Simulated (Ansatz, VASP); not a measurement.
B: VASP beside Ansatz

The input INCAR:

```
ALGO = Normal
EDIFF = 1E-7
ENCUT = 520
GGA = PE
ISIF = 2
ISMEAR = 0
LASPH = T
LCHARG = T
LELF = T
LREAL = F
LVHAR = T
LWAVE = F
NBANDS = 22
NELM = 80
PREC = Accurate
SIGMA = 0.2
```

Contents of KPOINTS:

```
k-points
0
Gamma
  12 6 4
```

The input POSCAR:

```
B
1.0
    0.0000000000      0.0000000000     -1.8894254213
    0.0000000000     -4.0226366575      0.0000000000
   -8.0452733150      0.0000000000      0.0000000000
B
8
Direct
    0.0000000000      0.7868910695      0.7500000000
    0.0000000000      0.7868910695      0.2500000000
    0.0000000000      0.2131089305      0.7500000000
    0.0000000000      0.2131089305      0.2500000000
    0.5000000000      0.5000000000      0.6065544652
    0.5000000000      0.5000000000      0.1065544652
    0.5000000000      0.5000000000      0.8934455348
    0.5000000000      0.5000000000      0.3934455348
```

Input for Ansatz:

```yaml
crystal:
  lattice:
    - [0.0, 0.0, -1.8894254213]
    - [0.0, -4.0226366575, 0.0]
    - [-8.045273315, 0.0, 0.0]
  atoms:
    - { symbol: B, position: [0.0, 0.7868910695, 0.75] }
    - { symbol: B, position: [0.0, 0.7868910695, 0.25] }
    - { symbol: B, position: [0.0, 0.2131089305, 0.75] }
    - { symbol: B, position: [0.0, 0.2131089305, 0.25] }
    - { symbol: B, position: [0.5, 0.5, 0.6065544652] }
    - { symbol: B, position: [0.5, 0.5, 0.1065544652] }
    - { symbol: B, position: [0.5, 0.5, 0.8934455348] }
    - { symbol: B, position: [0.5, 0.5, 0.3934455348] }
basis:
  ecutwfc: 420
kpoints:
  mp_grid: { grid: [12, 6, 4] }
hamiltonian:
  xc: pbe
scf:
  occupations: { method: gaussian, width: 0.2 }
  lower_state_search: "off"
output:
  forces: true
  stress: true
  eigenvalues: true
```

Alike in both runs: task single point; functional PBE; k mesh 12 × 6 × 4; occupations gaussian, width 0.2 eV; no spin polarisation.

```csv
,VASP,Ansatz
version,VASP 6.6.1,Ansatz 0.2.0
potentials or method,"VASP PAW PBE potentials, release 64 (B), cutoff 520 eV","scalar-relativistic, plane waves, PAW"
valence electrons in the cell,24,24
```

```tsv
	VASP	Ansatz	Ansatz less VASP
gap on the k mesh at the Fermi level (eV)	none	none	-
pressure (GPa)	0.3	0.4	+0.02
traceless stress, the component that is largest in VASP (GPa)	3.15	3.15	0.000
rms of the force components (eV/Å)	0.071	0.070	-0.0008
```

Atom by atom the forces differ by 0.001 eV/Å (rms over components). A gap of «none» marks a metal or a gap that the smearing closes. With one functional, cell and mesh, what is left measures potentials, basis and numerics.
